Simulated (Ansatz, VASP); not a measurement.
**MgO: VASP beside Ansatz**

Contents of INCAR:

```
SYSTEM = MgO
  ALGO = Normal
  EDIFF = 1E-6
  ENCUT = 600
  GGA_COMPAT = .FALSE.
  ISIF = 2
  ISMEAR = -1
  LASPH = .TRUE.
  LCHARG = .TRUE.
  LELF = .TRUE.
  LREAL = .FALSE.
  LVHAR = .TRUE.
  LWAVE = .FALSE.
  NBANDS = 11
  NELM = 120
  PREC = Accurate
  SIGMA = 0.05
```

The input KPOINTS:

```
k-points
0
G
  9 9 9
  0 0 0
```

File POSCAR:

```
MgO
1.0
    0.0000000000      2.1285000000      2.1285000000
    2.1285000000      0.0000000000      2.1285000000
    2.1285000000      2.1285000000      0.0000000000
Mg O
1 1
Direct
    0.0000000000      0.0000000000      0.0000000000
    0.5000000000      0.5000000000      0.5000000000
```

Input for Ansatz:

```yaml
crystal:
  lattice:
    - [0.0, 2.1285, 2.1285]
    - [2.1285, 0.0, 2.1285]
    - [2.1285, 2.1285, 0.0]
  atoms:
    - { symbol: Mg, position: [0.0, 0.0, 0.0] }
    - { symbol: O, position: [0.5, 0.5, 0.5] }
hamiltonian:
  xc: lda
  pseudopotentials: { kind: paw }
basis:
  ecutwfc: 420
kpoints:
  mp_grid: { grid: [9, 9, 9] }
scf:
  occupations: { method: fermi_dirac, width: 0.05 }
  lower_state_search: "off"
output:
  forces: true
  stress: true
```

Alike in both runs: task single point; functional LDA; k mesh 9 × 9 × 9; occupations fermi-dirac, width 0.05 eV; no spin polarisation.

```csv
,VASP,Ansatz
version,VASP 6.6.1,Ansatz 0.2.0
potentials or method,"VASP PAW LDA potentials, release 64 (Mg, O), cutoff 600 eV","PAW, plane waves, scalar-relativistic"
valence electrons in the cell,8,16
```

Ansatz gave:

```
pressure (GPa) : -10.4
```

Estimate VASP's values.

pressure (GPa): -12.3.

LDA's correlation is that of Perdew and Zunger in VASP and of Perdew and Wang (1992) in Ansatz. VASP's potentials hold 8 valence electrons a cell and Ansatz's 16, so a difference there can come from the potentials and not from the codes.
